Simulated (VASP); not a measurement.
# Be12Cl in VASP: notebook

The runs below take Be12Cl through single point, with PBE+D3(BJ).

All numbers are computed with VASP 6.6.1; they aren't measurements. Logs are shortened: lines on timing, memory, paths and dates and some standing lists are left out, and cuts for length are marked.

## (1) The cell of the first run

The cell holds a slab with vacuum, 13 atoms: a = 4.580 Å, b = 4.580 Å, c = 16.588 Å, α = 90.00°, β = 90.00°, γ = 60.00°.

## (2) Single point, PBE+D3(BJ)

Input file INCAR:

```
  PREC = Accurate
  ENCUT = 520
  EDIFF = 1E-7
  ISMEAR = -1
  SIGMA = 0.1
  LREAL = False
  LASPH = True
  NELM = 100
  ALGO = Normal
  ISIF = 2
  LWAVE = False
  LCHARG = True
  GGA = PE
  IVDW = 12
  LELF = True
  LVHAR = True
  NBANDS = 28
```

Input file KPOINTS:

```
regular mesh
0
Gamma
  4 4 1
```

Input file POSCAR:

```
Be12Cl
1.0
    4.5800000000      0.0000000000      0.0000000000
    2.2900000000      3.9663960000      0.0000000000
    0.0000000000      0.0000000000     16.5884300000
Be Cl
12 1
Direct
    0.0000000000      0.0000000000      0.0602829804
    0.5000000000      0.0000000000      0.0602829804
    0.0000000000      0.5000000000      0.0602829804
    0.5000000000      0.5000000000      0.0602829804
   -0.1715864460      0.3377436343      0.1657372639
    0.3288982126      0.3363559766      0.1686008260
   -0.1622317828      0.8299067970      0.1665272723
    0.3260153088      0.8299143605      0.1665258255
   -0.0086786037      0.0079921420      0.2675280904
    0.5010943921     -0.0112167318      0.2658944819
   -0.0145904479      0.5058677953      0.2783485839
    0.4988983873      0.5057883782      0.2783344777
    0.2436866831     -0.4993921434      0.3832233671
```

Potentials or basis: VASP PAW PBE potentials, release 64 (Be, Cl).

The run is started by

```console
$ cat potpaw_PBE.64/Be/POTCAR potpaw_PBE.64/Cl/POTCAR > POTCAR
$ mpirun -np 1 vasp_std > vasp.out
```

OUTCAR:

```text
PREC = Accurate
   ENCUT = 520
   EDIFF = 1E-7
   ISMEAR = -1
   LREAL = False
   LASPH = True
   NELM = 100
   ISIF = 2
   GGA = PE
   IVDW = 12
 IVDW          = 12

 ion  position               nearest neighbor table
   1  0.000  0.000  0.060-   8 2.19   7 2.20   5 2.20   3 2.29   3 2.29   4 2.29   4 2.29   2 2.29
                             2 2.29
   2  0.500  0.000  0.060-   7 2.21   8 2.23   6 2.24   4 2.29   3 2.29   4 2.29   3 2.29   1 2.29
                             1 2.29
   3  0.000  0.500  0.060-   5 2.19   7 2.20   6 2.22   1 2.29   1 2.29   2 2.29   2 2.29   4 2.29
                             4 2.29
   4  0.500  0.500  0.060-   5 2.18   8 2.20   6 2.23   2 2.29   1 2.29   2 2.29   1 2.29   3 2.29
                             3 2.29
   5  0.828  0.338  0.166-   9 2.14   4 2.18   3 2.19   1 2.20  11 2.27   7 2.28   8 2.28  12 2.28
                             6 2.29   6 2.29   8 2.30   7 2.30
   6  0.329  0.336  0.169-  10 2.12   3 2.22   4 2.23   2 2.24   8 2.25   7 2.26  12 2.26  11 2.27
                             5 2.29   5 2.29   7 2.33   8 2.33
   7  0.838  0.830  0.167-  10 2.12   9 2.13   3 2.20   1 2.20   2 2.21   8 2.24   6 2.26  11 2.26
                             5 2.28   5 2.30   6 2.33   8 2.34
   8  0.326  0.830  0.167-  10 2.11   9 2.14   1 2.19   4 2.20   2 2.23   7 2.24   6 2.25  12 2.26
                             5 2.28   5 2.30   6 2.33   7 2.34
   9  0.991  0.008  0.268-   7 2.13   5 2.14   8 2.14  11 2.27  12 2.27  10 2.29  10 2.29  12 2.32
                            11 2.32
  10  0.501  0.989  0.266-   8 2.11   7 2.12   6 2.12  11 2.22  12 2.23   9 2.29   9 2.29  12 2.37
                            11 2.37
  11  0.985  0.506  0.278-  13 2.10  10 2.22  12 2.23   7 2.26   5 2.27   6 2.27   9 2.27   9 2.32
                            12 2.35  10 2.37
  12  0.499  0.506  0.278-  13 2.10  10 2.23  11 2.23   8 2.26   6 2.26   9 2.27   5 2.28   9 2.32
                            11 2.35  10 2.37
  13  0.244  0.501  0.383-  11 2.10  12 2.10

  LATTYP: Found a hexagonal cell.
 ALAT       =     4.5799996975
 C/A-ratio  =     3.6219281868

  Lattice vectors:

 A1 = (  -2.2900000000,  -3.9663960000,   0.0000000000)
 A2 = (   4.5800000000,   0.0000000000,   0.0000000000)
 A3 = (   0.0000000000,   0.0000000000,  16.5884300000)

Analysis of symmetry for initial positions (statically):
=====================================================================
 Subroutine PRICEL returns:
 Original cell was already a primitive cell.

 Routine SETGRP: Setting up the symmetry group for a
 hexagonal supercell.

 Subroutine GETGRP returns: Found  1 space group operations
 (whereof  1 operations were pure point group operations)
 out of a pool of 24 trial point group operations.

The static configuration has the point symmetry C_1 .

Analysis of symmetry for dynamics (positions and initial velocities):
=====================================================================
 Subroutine PRICEL returns:
 Original cell was already a primitive cell.

 Routine SETGRP: Setting up the symmetry group for a
 hexagonal supercell.

 Subroutine GETGRP returns: Found  1 space group operations
 (whereof  1 operations were pure point group operations)
 out of a pool of 24 trial point group operations.

The dynamic configuration has the point symmetry C_1 .

 Subroutine INISYM returns: Found  1 space group operations
 (whereof  1 operations are pure point group operations),
 and found     1 'primitive' translations

----------------------------------------------------------------------------------------

                                     Primitive cell

  volume of cell :     301.3470

  direct lattice vectors                    reciprocal lattice vectors
     4.580000000  0.000000000  0.000000000     0.218340611 -0.126059022  0.000000000
     2.290000000  3.966396000  0.000000000     0.000000000  0.252118044  0.000000000
     0.000000000  0.000000000 16.588430000     0.000000000  0.000000000  0.060282980

  length of vectors
     4.580000000  4.579999697 16.588430000     0.252118027  0.252118044  0.060282980

  position of ions in fractional coordinates (direct lattice)
     0.000000000  0.000000000  0.060282980
     0.500000000  0.000000000  0.060282980
     0.000000000  0.500000000  0.060282980
     0.500000000  0.500000000  0.060282980
     0.828413554  0.337743634  0.165737264
     0.328898213  0.336355977  0.168600826
     0.837768217  0.829906797  0.166527272
[... 37 lines left out ...]

  Length of vectors
     0.063029507  0.063029511  0.060282980

  Shift w.r.t. Gamma in fractional coordinates (k-lattice)
     0.000000000  0.000000000  0.000000000

 Subroutine IBZKPT returns following result:
 ===========================================

 Found     10 irreducible k-points:

 Following reciprocal coordinates:
            Coordinates               Weight
  0.000000  0.000000  0.000000      1.000000
  0.250000  0.000000  0.000000      2.000000
  0.250000  0.250000  0.000000      2.000000
  0.000000  0.250000  0.000000      2.000000
  0.500000  0.000000  0.000000      1.000000
  0.500000  0.500000  0.000000      1.000000
  0.000000  0.500000  0.000000      1.000000
  0.500000  0.250000  0.000000      2.000000
  0.250000  0.500000  0.000000      2.000000
 -0.250000  0.250000  0.000000      2.000000
   k-points           NKPTS =     10   k-points in BZ     NKDIM =     10   number of bands    NBANDS=     28
   number of dos      NEDOS =    301   number of ions     NIONS =     13
   total plane-waves  NPLWV = 163296
   dimension x,y,z NGX =    36 NGY =   36 NGZ =  126
   dimension x,y,z NGXF=    72 NGYF=   72 NGZF=  252
   ions per type =              12   1
   NGX,Y,Z   is equivalent  to a cutoff of  13.07, 13.07, 12.63 a.u.
   NGXF,Y,Z  is equivalent  to a cutoff of  26.13, 26.13, 25.25 a.u.
 SYSTEM =  unknown system
   PREC   = accura    normal or accurate (medium, high low for compatibility)
   ISTART =      0    job   : 0-new  1-cont  2-samecut
   ICHARG =      2    charge: 1-file 2-atom 10-const
   ISPIN  =      1    spin polarized calculation?
   LNONCOLLINEAR =      F non collinear calculations
   LSORBIT =      F    spin-orbit coupling
   LASPH  =      T    aspherical Exc in radial PAW
   ENCUT  =  520.0 eV  38.22 Ry    6.18 a.u.   8.52  8.52 30.84*2*pi/ulx,y,z
   NELM   =    100;   NELMIN=  2; NELMDL= -5     # of ELM steps
   EDIFF  = 0.1E-06   stopping-criterion for ELM
   LREAL  =      F    real-space projection
   EDIFFG = 0.1E-05   stopping-criterion for IOM
   NSW    =      0    number of steps for IOM
   IBRION =     -1    ionic relax: 0-MD 1-quasi-New 2-CG
   NFREE  =      0    steps in history (QN), initial steepest desc. (CG)
   ISIF   =      2    stress and relaxation
   ISYM   =      2    0-nonsym 1-usesym 2-fastsym
   POTIM  = 0.5000    time-step for ionic-motion
   TEBEG  =    0.0;   TEEND  =   0.0 temperature during run
   PSTRESS=    0.0 pullay stress
   NELECT =      31.0000    total number of electrons
   NUPDOWN=      -1.0000    fix difference up-down
   EMIN   =  10.00;   EMAX   =-10.00  energy-range for DOS
   EFERMI =   0.00;   METHOD = LEGACY
   ISMEAR =    -1;   SIGMA  =   0.10  broadening in eV -4-tet -1-fermi 0-gaus
   EFERMI_NEDOS =   21; number of points for ismear=-14 and -15
   IALGO  =     38    algorithm
   IMIX   =      4    mixing-type and parameters
     AMIX     =   0.40;   BMIX     =  1.00
     AMIX_MAG =   1.60;   BMIX_MAG =  1.00
  volume/ion in A,a.u.               =      23.18       156.43
  Fermi-wavevector in a.u.,A,eV,Ry     =   0.767078  1.449568  8.005795  0.588409
  Thomas-Fermi vector in A             =   1.867557
   LORBIT       =      0    0 simple, 1 ext, 2 COOP (PROOUT), +10 PAW based schemes
   GGA     = PE    functional components
   LHFCALC =     F    Hartree Fock is set to
   AEXX    =    0.0000 exact exchange contribution
   IVDW    =    12    specifies the selected vdW correction
   LEPSILON=     F    determine dielectric tensor
   LRPA    =     F    only Hartree local field effects (RPA)
 non-spin polarized calculation
  energy-cutoff  :      520.00
  volume of cell :      301.35
 maximum number of plane-waves:      8143
 NGX is ok and might be reduce to    36
   NGX = 17   NGY = 17   NGZ = 61

 number of electron      31.0000001 magnetization

 Free energy of the ion-electron system (eV)
  ---------------------------------------------------
  ext. energy  EPLUGINS =         0.00000000
  ---------------------------------------------------
  free energy    TOTEN  =       -44.64039604 eV

  energy without entropy =      -44.54130038  energy(sigma->0) =      -44.59084821

 E-fermi :  -0.7684     XC(G=0):  -5.1249

 val. band max:       -0.8179107250   @ k =   0.5000   0.2500   0.0000
 cond. band min:      -0.4862349441   @ k =   0.0000   0.5000   0.0000
 fundamental gap:      0.3316757809
 Fermi energy:        -0.7684439248

 k-point     1 :       0.0000    0.0000    0.0000
  band No.  band energies     occupation
      1     -17.1758      2.00000
      2     -10.4373      2.00000
      3      -8.2624      2.00000
      4      -6.3197      2.00000
      5      -5.3177      2.00000
      6      -5.2245      2.00000
[... 289 lines left out ...]
     26       5.6561      0.00000
     27       5.9250      0.00000
 [bands above 27 left out]

------------------------ aborting loop because EDIFF is reached ----------------------------------------

 Edisp (eV)   -3.00352

 E8    (eV) :    -1.0907

  FORCE on cell =-STRESS in cart. coord.  units (eV):
  Direction    XX          YY          ZZ          XY          YZ          ZX
  --------------------------------------------------------------------------------------
  -------------------------------------------------------------------------------------
  Total      -7.86684    -7.12294     0.00704    -0.04491    -0.27324     0.41953
  in kB     -41.82578   -37.87067     0.03742    -0.23879    -1.45273     2.23050
  external pressure =      -26.55 kB  Pullay stress =        0.00 kB

 VOLUME and BASIS-vectors are now :
 -----------------------------------------------------------------------------
  energy-cutoff  :      520.00
  volume of cell :      301.35
      direct lattice vectors                 reciprocal lattice vectors
     4.580000000  0.000000000  0.000000000     0.218340611 -0.126059022  0.000000000
     2.290000000  3.966396000  0.000000000     0.000000000  0.252118044  0.000000000
     0.000000000  0.000000000 16.588430000     0.000000000  0.000000000  0.060282980

 POSITION                                       TOTAL-FORCE (eV/Angst)
 -----------------------------------------------------------------------------------
      0.00000      0.00000      1.00000        -0.035844     -0.008314     -0.006771
      2.29000      0.00000      1.00000        -0.034766      0.005515      0.039899
      1.14500      1.98320      1.00000         0.087876      0.017707     -0.023245
      3.43500      1.98320      1.00000        -0.147622      0.019702     -0.028584
      4.56757      1.33963      2.74932         0.009875      0.005854      0.002062
      2.27661      1.33412      2.79682         0.010711      0.000868      0.000900
      5.73746      3.29174      2.76243         0.008357      0.002078     -0.003678
      3.39365      3.29177      2.76240         0.014475      0.002147     -0.003314
      4.55855      0.03170      4.43787         0.016581      0.007145     -0.006470
      4.55933      3.92191      4.41077         0.016015      0.006115      0.021698
      5.67161      2.00647      4.61737         0.020860      0.006481      0.005068
      3.44321      2.00616      4.61713         0.013553      0.006645      0.005994
      2.26248      1.98561      6.35707         0.019930     -0.071942     -0.003559
 -----------------------------------------------------------------------------------
    total drift:                                0.000023      0.000003     -0.000108

  FREE ENERGIE OF THE ION-ELECTRON SYSTEM (eV)
  ---------------------------------------------------
  free  energy   TOTEN  =       -47.6439139546 eV

  energy  without entropy=      -47.5448182940  energy(sigma->0) =      -47.59436612
```

It took 4.4 min on 1 thread of Intel Xeon 8259CL, shared host; peak memory 0.42 GiB.

What came out:

```
Free energy                : -47.6439 eV
Largest force              : 0.152 eV/Å
Band gap on the k mesh     : zero (an odd number of electrons rules out a gap without spin polarisation)
Dispersion energy per atom : -0.231 eV
```

Forces in eV/Å, atoms in the order of the input:
```
Be  -0.036 -0.008 -0.007
Be  -0.035  0.006  0.040
Be   0.088  0.018 -0.023
Be  -0.148  0.020 -0.029
Be   0.010  0.006  0.002
Be   0.011  0.001  0.001
Be   0.008  0.002 -0.004
Be   0.014  0.002 -0.003
Be   0.017  0.007 -0.006
Be   0.016  0.006  0.022
Be   0.021  0.006  0.005
Be   0.014  0.007  0.006
Cl   0.020 -0.072 -0.004
```

Caveat: the k points lie up to 0.40 Å⁻¹ apart, too coarse for converged energies and pressures of a metal; there is no dipole correction, which matters where the two faces differ.

[end of part 1 of 2]

The gap in the log of VASP goes by the Fermi energy; the results here count the filled bands.